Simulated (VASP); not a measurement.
A run of VASP 6.6.1 is set up as follows.

The input INCAR:

```
SYSTEM = NiAu
PREC = Accurate ; ENCUT = 600
EDIFF = 1E-7 ; ISMEAR = -1
SIGMA = 0.15 ; LREAL = .False.
LASPH = .True. ; NELM = 120
ALGO = Normal ; ISIF = 3
LWAVE = .False. ; LCHARG = .False.
GGA = PS ; IBRION = 2
NSW = 80 ; EDIFFG = -0.001
GGA_COMPAT = .False. ; NELMIN = 4
```

Contents of KPOINTS:

```
regular mesh
0
Gamma
  18 18 18
  0 0 0
```

The input POSCAR:

```
NiAu
1.0
    1.3813366981      0.7975151144      4.2136533443
   -1.3813366981      0.7975151144      4.2136533443
    0.0000000000     -1.5950302289      4.2136533442
Ni Au
1 1
Direct
    0.5000000000      0.5000000000      0.5000000000
    0.0000000000      0.0000000000      0.0000000000
```

Potentials or basis: VASP PAW PBE potentials, release 64 (Ni, Au).

Launch:

```bash
$ cat potpaw_PBE.64/Ni/POTCAR potpaw_PBE.64/Au/POTCAR > POTCAR
$ mpirun -np 1 vasp_std > vasp.out
```

**Question.** Estimate the band gap on the k mesh.

**Answer.** Zero (an odd number of electrons rules out a gap without spin polarisation).

**Question.** What does it give for the space group after relaxing (to 0.1 Å)?

**Answer.** R-3m (No. 166).

**Question.** Predict the relaxed cell.

**Answer.** a = 4.508 Å, b = 4.508 Å, c = 4.508 Å, α = 35.73°, β = 35.73°, γ = 35.73°.

**Question.** What does it give for the relaxed volume?

**Answer.** 13.96 Å³/atom.

Final structure:
```cif
data_structure
_symmetry_space_group_name_H-M 'P 1'
_symmetry_Int_Tables_number 1
_cell_length_a 4.5077
_cell_length_b 4.5077
_cell_length_c 4.5077
_cell_angle_alpha 35.727
_cell_angle_beta 35.727
_cell_angle_gamma 35.727
_cell_volume 27.92
loop_
_atom_site_label
_atom_site_type_symbol
_atom_site_fract_x
_atom_site_fract_y
_atom_site_fract_z
_atom_site_occupancy
Ni1 Ni 0.50000 0.50000 0.50000 1
Au1 Au 0.00000 0.00000 0.00000 1
```

Caveat: the PAW data sets were made with another functional, which shifts forces and pressure a little; spin-orbit coupling is left out, which moves the levels of the heavy elements. Spin polarisation is off, so any magnetic state and its effect on volume and gap are missing.
